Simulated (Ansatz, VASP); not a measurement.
## One calculation of Pb, two programs

INCAR

```
SYSTEM = Pb
ALGO = Normal
EDIFF = 1E-6
ENCUT = 520
ISIF = 2
ISMEAR = -1
LASPH = .True.
LCHARG = .False.
LREAL = .False.
LWAVE = .False.
NBANDS = 13
NELM = 100
PREC = Accurate
SIGMA = 0.1
```

The input KPOINTS:

```
k-points
0
Gamma
  7 7 7
  0 0 0
```

POSCAR

```
Pb
1.0
    0.0000000000      2.4375492138      2.4375492138
    2.4375492138      0.0000000000      2.4375492138
    2.4375492138      2.4375492138      0.0000000000
Pb
1
Direct
    0.0000000000      0.0000000000      0.0000000000
```

Input for Ansatz:

```yaml
crystal:
  lattice:
    - [0.0, 2.4375492138, 2.4375492138]
    - [2.4375492138, 0.0, 2.4375492138]
    - [2.4375492138, 2.4375492138, 0.0]
  atoms:
    - { symbol: Pb, position: [0.0, 0.0, 0.0] }
hamiltonian:
  xc: lda
  pseudopotentials:
    kind: paw
    azcp:
      Pb: "pseudopotentials/Pb.paw.azcp"
basis:
  ecutwfc: 420
  fft_grid_basis: typed
kpoints:
  mp_grid: { grid: [7, 7, 7], shift: [0, 0, 0] }
magnetization:
  spin_polarized: false
scf:
  occupations: { method: fermi_dirac, width: 0.1 }
  lower_state_search: "off"
output:
  stress: true
```

Alike in both runs: task single point; functional LDA; k mesh 7 × 7 × 7; occupations fermi-dirac, width 0.1 eV; no spin polarisation.

|  | VASP | Ansatz |
| --- | --- | --- |
| version | VASP 6.6.1 | Ansatz 0.2.0 |
| potentials or method | VASP PAW LDA potentials, release 64 (Pb_d), cutoff 520 eV | plane waves (420 eV) with PAW, scalar-relativistic |
| valence electrons in the cell | 14 | 14 |

Ansatz gave:

| Property | Result |
| --- | --- |
| pressure (GPa) | 0.7 |

Problem. Estimate VASP's values.

Solution. Pressure (GPa): 0.8.

Ansatz warns that its potentials were made for another functional, while VASP's fit it. LDA's correlation is that of Perdew and Zunger in VASP and of Perdew and Wang (1992) in Ansatz.

Neither program's run includes spin-orbit coupling.
